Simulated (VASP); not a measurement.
Write the native input for VASP 6.6.1 that does the following.

* Task: single point
* Functional: r2SCAN
* Potentials or basis: VASP PAW PBE potentials, release 64 (Ti_sv, Sr_sv, O)
* Cutoff: 520 eV
* k mesh: 1 × 1 × 1, shifted
* Occupations: fermi-dirac, width 0.05 eV
* Spin: no spin polarisation
* Dipole correction: no
* Further INCAR settings: LREAL = Auto; ALGO = Normal; EDIFF = 1e-06; NBANDS = 186; ISYM = 0

SrTiO3 (a cell with a defect):

```
CELL_PARAMETERS angstrom
7.78282 0.00000 0.00000
0.00000 7.78282 0.00000
0.00000 0.00000 7.78282
ATOMIC_POSITIONS crystal
Ti 0.10372 0.08284 0.99043
Ti 0.26943 0.26295 0.73234
Ti 0.24825 0.75269 0.25717
Ti 0.25220 0.74743 0.76280
Ti 0.75199 0.25624 0.26232
Ti 0.75550 0.25204 0.76565
Ti 0.75740 0.76642 0.25055
Ti 0.75233 0.75680 0.76209
Sr 0.97686 0.98238 0.51774
Sr 0.99497 0.50946 0.00351
Sr 0.98096 0.52915 0.50761
Sr 0.51839 0.99489 0.00134
Sr 0.50398 0.99162 0.50927
Sr 0.51185 0.50555 0.01300
Sr 0.51943 0.52093 0.50675
Sr 0.24016 0.25894 0.28352
O 0.26551 0.26620 0.98100
O 0.21998 0.15354 0.54105
O 0.25151 0.68853 0.98754
O 0.24616 0.79147 0.49637
O 0.70004 0.25257 0.99113
O 0.81153 0.25503 0.49551
O 0.73625 0.74764 0.00058
O 0.74416 0.74443 0.50144
O 0.97293 0.18864 0.15388
O 0.99858 0.22114 0.80176
O 0.98704 0.79191 0.25079
O 0.99463 0.74724 0.75049
O 0.52427 0.28698 0.28910
O 0.50465 0.25393 0.70713
O 0.49083 0.72705 0.25069
O 0.49584 0.73964 0.74726
O 0.24788 0.98127 0.15790
O 0.25091 0.98558 0.81078
O 0.18106 0.53297 0.27113
O 0.24019 0.49273 0.69056
O 0.70774 0.00053 0.26539
O 0.73223 0.99673 0.74092
O 0.78419 0.50012 0.24352
O 0.75589 0.49571 0.75202
```

One way to write it, as run:

POSCAR

```
SrTiO3
1.0
    7.7828210000      0.0000000000      0.0000000000
    0.0000000000      7.7828210000      0.0000000000
    0.0000000000      0.0000000000      7.7828210000
Ti Sr O
8 8 24
Direct
    0.1037230000      0.0828440000      0.9904260000
    0.2694320000      0.2629490000      0.7323420000
    0.2482540000      0.7526900000      0.2571720000
    0.2522000000      0.7474340000      0.7627970000
    0.7519870000      0.2562380000      0.2623190000
    0.7555000000      0.2520400000      0.7656500000
    0.7574000000      0.7664200000      0.2505480000
    0.7523330000      0.7568000000      0.7620880000
    0.9768600000      0.9823840000      0.5177410000
    0.9949690000      0.5094580000      0.0035150000
    0.9809580000      0.5291490000      0.5076090000
    0.5183870000      0.9948920000      0.0013380000
    0.5039780000      0.9916210000      0.5092720000
    0.5118500000      0.5055480000      0.0129990000
    0.5194300000      0.5209320000      0.5067520000
    0.2401640000      0.2589350000      0.2835240000
    0.2655130000      0.2662010000      0.9809970000
    0.2199840000      0.1535440000      0.5410520000
    0.2515100000      0.6885340000      0.9875440000
    0.2461590000      0.7914740000      0.4963730000
    0.7000430000      0.2525670000      0.9911350000
    0.8115310000      0.2550270000      0.4955130000
    0.7362480000      0.7476370000      0.0005840000
    0.7441550000      0.7444280000      0.5014440000
    0.9729270000      0.1886390000      0.1538800000
    0.9985780000      0.2211400000      0.8017650000
    0.9870370000      0.7919070000      0.2507870000
    0.9946330000      0.7472400000      0.7504920000
    0.5242660000      0.2869820000      0.2891030000
    0.5046540000      0.2539310000      0.7071300000
    0.4908270000      0.7270520000      0.2506870000
    0.4958420000      0.7396440000      0.7472550000
    0.2478840000      0.9812700000      0.1579000000
    0.2509090000      0.9855810000      0.8107800000
    0.1810580000      0.5329690000      0.2711280000
    0.2401910000      0.4927250000      0.6905550000
    0.7077350000      0.0005320000      0.2653860000
    0.7322330000      0.9967260000      0.7409240000
    0.7841940000      0.5001210000      0.2435220000
    0.7558880000      0.4957120000      0.7520230000
```

INCAR.step1

```
SYSTEM = SrTiO3
ALGO     = Normal         ! electronic algorithm
EDIFF    = 1E-4           ! SCF threshold, eV
ENCUT    = 520            ! plane-wave cutoff, eV
GGA      = PE             ! functional
ISMEAR   = -1             ! smearing method
ISYM     = 0            
LASPH    = .TRUE.         ! aspherical terms in the spheres
LCHARG   = .FALSE.        ! write CHGCAR
LREAL    = Auto         
LWAVE    = .TRUE.         ! write WAVECAR
NBANDS   = 186            ! bands
NELM     = 60             ! most SCF steps
PREC     = Accurate       ! precision mode
SIGMA    = 0.05           ! smearing width, eV
```

INCAR.step2

```
SYSTEM = SrTiO3
ALGO     = Normal         ! electronic algorithm
EDIFF    = 1E-6           ! SCF threshold, eV
ENCUT    = 520            ! plane-wave cutoff, eV
ISIF     = 2              ! what is computed and relaxed
ISMEAR   = -1             ! smearing method
ISTART   = 1            
ISYM     = 0            
LASPH    = .TRUE.         ! aspherical terms in the spheres
LCHARG   = .TRUE.         ! write CHGCAR
LELF     = .TRUE.         ! ELF
LMIXTAU  = .TRUE.       
LREAL    = Auto         
LVHAR    = .TRUE.       
LWAVE    = .FALSE.        ! write WAVECAR
METAGGA  = R2SCAN         ! meta-GGA
NBANDS   = 186            ! bands
NELM     = 60             ! most SCF steps
PREC     = Accurate       ! precision mode
SIGMA    = 0.05           ! smearing width, eV
```

KPOINTS

```
Automatic mesh
0
Gamma
  1 1 1
  0.25 0.25 0.25
```

Potentials or basis: VASP PAW PBE potentials, release 64 (Ti_sv, Sr_sv, O).

Run with:

```bash
$ cat potpaw_PBE.64/Ti_sv/POTCAR potpaw_PBE.64/Sr_sv/POTCAR potpaw_PBE.64/O/POTCAR > POTCAR
$ cp INCAR.step1 INCAR
$ mpirun -np 1 vasp_std > vasp.out
$ cp INCAR.step2 INCAR
$ mpirun -np 1 vasp_std > vasp.out
```

Results of the run:

* Pressure: 12.7 GPa
* Largest force: 0.252 eV/Å
* Band gap on the k mesh: 3.03 eV

Caveat: the k points lie up to 0.81 Å⁻¹ apart; the PAW data sets were made with another functional, which shifts forces and pressure a little.

Wall time 22 min on 1 thread of AMD EPYC 9R45 96-Core Processor (Zen 5), on a shared host, peak memory 0.66 GiB.
